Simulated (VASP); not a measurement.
A run of VASP 6.6.1 is set up as follows.

File INCAR:

```
SYSTEM = ZrO5
PREC     = Accurate       ! precision mode
ENCUT    = 1340           ! plane-wave cutoff, eV
EDIFF    = 1E-6           ! SCF threshold, eV
ISMEAR   = 0              ! smearing method
SIGMA    = 0.1            ! smearing width, eV
LREAL    = .FALSE.        ! projectors in reciprocal space
LASPH    = .TRUE.         ! aspherical terms in the spheres
NELM     = 120            ! most SCF steps
ALGO     = Normal         ! electronic algorithm
ISIF     = 2              ! what is computed and relaxed
LWAVE    = .FALSE.        ! write WAVECAR
LCHARG   = .FALSE.        ! write CHGCAR
GGA      = PE             ! functional
NBANDS   = 30             ! bands
GGA_COMPAT= .FALSE.
```

The input KPOINTS:

```
regular mesh
0
G
  6 6 4
  0 0 0
```

Contents of POSCAR:

```
ZrO5
1.0
    4.2977771035      0.0000000000      0.0000000000
   -2.1488885518      3.7219841514      0.0000000000
    0.0000000000      0.0000000000      5.5531211326
Zr O
1 5
Direct
    0.0000000000      0.0000000000      0.0000000000
    0.5000038215      0.0000000000      0.0000000000
    0.0000000000      0.5000038215      0.0000000000
    0.4999961785      0.4999961785      0.0000000000
    0.0000000000      0.0000000000      0.3857272829
    0.0000000000      0.0000000000      0.6142727171
```

Potentials or basis: VASP PAW PBE potentials, release 64 (Zr_sv, O_h).

Command:

```sh
$ cat potpaw_PBE.64/Zr_sv/POTCAR potpaw_PBE.64/O_h/POTCAR > POTCAR
$ mpirun -np 1 vasp_std > vasp.out
```

(1) Estimate the pressure.

(2) What does it give for the band gap on the k mesh?

(3) Estimate the largest force.

## Answers

(1) -0.1 GPa.

(2) zero (bands 21 and 22 overlap by 0.22 eV).

(3) 0.021 eV/Å.
